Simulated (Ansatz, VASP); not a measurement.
**SnSe2 in VASP and in Ansatz**

```
Sn Se
1.0
     3.79281    0.00000    0.00000
    -1.89641    3.28467    0.00000
     0.00000    0.00000   12.34273
Sn Se
1 2
Cartesian
  0.0000 0.0000 0.0000
  0.0000 2.1898 1.7309
  0.0000 2.1898 10.6118
```

Change from the starting cell: species swapped into the MoSe2 type (P-6m2, No. 187).

Alike in both runs: functional PBE; k mesh 6 × 6 × 1; occupations gaussian, width 0.1 eV; no spin polarisation.

Ansatz relaxed the structure, and its values are those at the end. VASP's run is a single point on that final structure, the one shown.

|  | VASP | Ansatz |
| --- | --- | --- |
| version | VASP 6.6.1 | Ansatz 0.2.0 |
| potentials or method | VASP PAW PBE potentials, release 64 (Sn_d, Se), cutoff 520 eV | scalar-relativistic, plane waves, PAW |
| valence electrons in the cell | 26 | 46 |

VASP gave:

```
gap on the k mesh at the Fermi level (eV) : none
rms of the force components (eV/Å)        : 0.005
```

**Question.** Estimate Ansatz's values.

**Answer.** gap on the k mesh at the Fermi level (eV): none; rms of the force components (eV/Å): 0.002.

A gap of «none» marks a metal or a gap that the smearing closes. The functional is the same, so the differences come from potentials, cutoffs and numerics. VASP's potentials hold 26 valence electrons a cell and Ansatz's 46, so a difference there can come from the potentials and not from the codes.
